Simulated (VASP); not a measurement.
A run of VASP 6.6.1:

Contents of INCAR:

```
ALGO     = Normal         # electronic algorithm
EDIFF    = 1E-6           # SCF threshold, eV
ENCUT    = 500            # plane-wave cutoff, eV
GGA_COMPAT= False        
ISIF     = 2              # what is computed and relaxed
ISMEAR   = -1             # smearing method
LASPH    = True           # aspherical terms in the spheres
LCHARG   = True           # write CHGCAR
LELF     = True           # ELF
LREAL    = False          # projectors in reciprocal space
LVHAR    = True         
LWAVE    = False          # write WAVECAR
NBANDS   = 46             # bands
NELM     = 120            # most SCF steps
PREC     = Accurate       # precision mode
SIGMA    = 0.02           # smearing width, eV
```

The input KPOINTS:

```
k-points
0
Gamma
  6 6 6
```

The input POSCAR:

```
ZnGeP2
1.0
   -2.6871184895      2.6871184895      5.3125920423
    2.6871184895     -2.6871184895      5.3125920423
    2.6871184895      2.6871184895     -5.3125920423
Zn Ge P
2 2 4
Direct
    0.7500000000      0.2500000000      0.5000000000
    0.0000000000      0.0000000000      0.0000000000
    0.2500000000      0.7500000000      0.5000000000
    0.5000000000      0.5000000000      0.0000000000
    0.1254166850      0.6250000000      0.0004166850
    0.8750000000      0.8745833150      0.4995833150
    0.3750000000      0.3754166850      0.5004166850
    0.6245833150      0.1250000000      0.9995833150
```

Potentials or basis: VASP PAW LDA potentials, release 64 (Zn, Ge_d, P).

Run with:

```bash
$ cat potpaw_LDA.64/Zn/POTCAR potpaw_LDA.64/Ge_d/POTCAR potpaw_LDA.64/P/POTCAR > POTCAR
$ mpirun -np 1 vasp_std > vasp.out
```

Hardware: 1 thread of Oxide Virtual Turin-like Processor (shared host).

Question: How long does it take, and how much memory?

Answer: It took 5.6 min on 1 thread of Oxide Virtual Turin-like Processor, with other jobs on the host, peak memory 0.33 GiB. Counts: scf iterations 13, k points 30.
